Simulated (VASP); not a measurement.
Write the native input for VASP 6.6.1 that does the following.

* Task: single point
* Functional: PBE
* Potentials or basis: VASP PAW PBE potentials, release 64 (Se)
* Cutoff: 520 eV
* k mesh: 15 × 15 × 15
* Occupations: fermi-dirac, width 0.08 eV
* Spin: no spin polarisation
* Dipole correction: no
* Further INCAR settings: ALGO = Normal; EDIFF = 1e-06; NBANDS = 9

The structure of Se lies in POSCAR:

```
Se
1.0
    2.5817349528      0.0000000000      0.0000000000
    0.0000000000      2.5817349528      0.0000000000
    0.0000000000      0.0000000000      2.5817349528
Se
1
Direct
    0.0000000000      0.0000000000      0.0000000000
```

This cell differs from its parent crystal: volume scaled by 0.76.

The input as run:

INCAR

```
PREC = Accurate
ENCUT = 520
EDIFF = 1E-6
ISMEAR = -1
SIGMA = 0.08
LREAL = F
LASPH = T
NELM = 80
ALGO = Normal
ISIF = 2
LWAVE = F
LCHARG = F
GGA = PE
NBANDS = 9
```

KPOINTS

```
regular mesh
0
Gamma
  15 15 15
```

Potentials or basis: VASP PAW PBE potentials, release 64 (Se).

Command:

```console
$ cat potpaw_PBE.64/Se/POTCAR > POTCAR
$ mpirun -np 1 vasp_std > vasp.out
```

It gave:

- Pressure: 36.1 GPa
- Band gap on the k mesh: zero (band 3 reaches 12.49 eV, above the bottom of band 4 at 4.06 eV)

Run time: 6.7 s on 1 thread of Intel(R) Xeon(R) Platinum 8559C (Emerald Rapids) (shared host), peak memory 0.13 GiB.
